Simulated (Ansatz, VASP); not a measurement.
**One calculation of Ir, two programs**

Contents of INCAR:

```
  ALGO = Normal
  EDIFF = 1E-7
  EDIFFG = -0.001
  ENCUT = 500
  GGA = PE
  GGA_COMPAT = F
  IBRION = 2
  ISIF = 3
  ISMEAR = -1
  LASPH = T
  LCHARG = F
  LREAL = F
  LWAVE = F
  NELM = 120
  NELMIN = 4
  NSW = 80
  PREC = Accurate
  SIGMA = 0.15
```

File KPOINTS:

```
k-points
0
Gamma
  20 20 20
```

File POSCAR:

```
Ir
1.0
    0.0000000000      1.9352071164      1.9352071164
    1.9352071164      0.0000000000      1.9352071164
    1.9352071164      1.9352071164      0.0000000000
Ir
1
Direct
    0.0000000000      0.0000000000      0.0000000000
```

Input for Ansatz:

```yaml
crystal:
  lattice:
    - [0.0, 1.9352071164, 1.9352071164]
    - [1.9352071164, 0.0, 1.9352071164]
    - [1.9352071164, 1.9352071164, 0.0]
  atoms:
    - { symbol: Ir, position: [0.0, 0.0, 0.0] }
basis:
  ecutwfc: 600.0
kpoints:
  mp_grid: { grid: [20, 20, 20] }
hamiltonian:
  xc: pbe
scf:
  occupations: { method: fermi_dirac, width: 0.15 }
output:
  forces: true
  stress: true
  eigenvalues: true
  write_density: true
  write_potential: true
  elf: true
  volumetric_format: npy
relax:
  adjacent_minimum: "off"
  f_tol: 0.001
  max_steps: 60
  cell: { stress_tol: 0.01 }
```

Alike in both runs: task relaxation of cell and atoms; functional PBE; k mesh 20 × 20 × 20; occupations fermi-dirac, width 0.15 eV; no spin polarisation.

```csv
,VASP,Ansatz
version,VASP 6.6.1,Ansatz 0.2.0
potentials or method,"VASP PAW PBE potentials, release 64 (Ir), cutoff 500 eV","scalar-relativistic, plane waves, PAW"
valence electrons in the cell,9,17
```

```tsv
	VASP	Ansatz	Ansatz less VASP
gap on the k mesh at the Fermi level, each at its own relaxed structure (eV)	none	none	-
relaxed volume (Å³/atom)	14.54	14.52	-0.022
relaxed cell length with the largest relative difference (Å)	2.740	2.738	-0.0014
```

A gap of «none» marks a metal or a gap that the smearing closes. VASP's potentials hold 9 valence electrons a cell and Ansatz's 17, so a difference there can come from the potentials and not from the codes.

Spin-orbit coupling is off throughout.
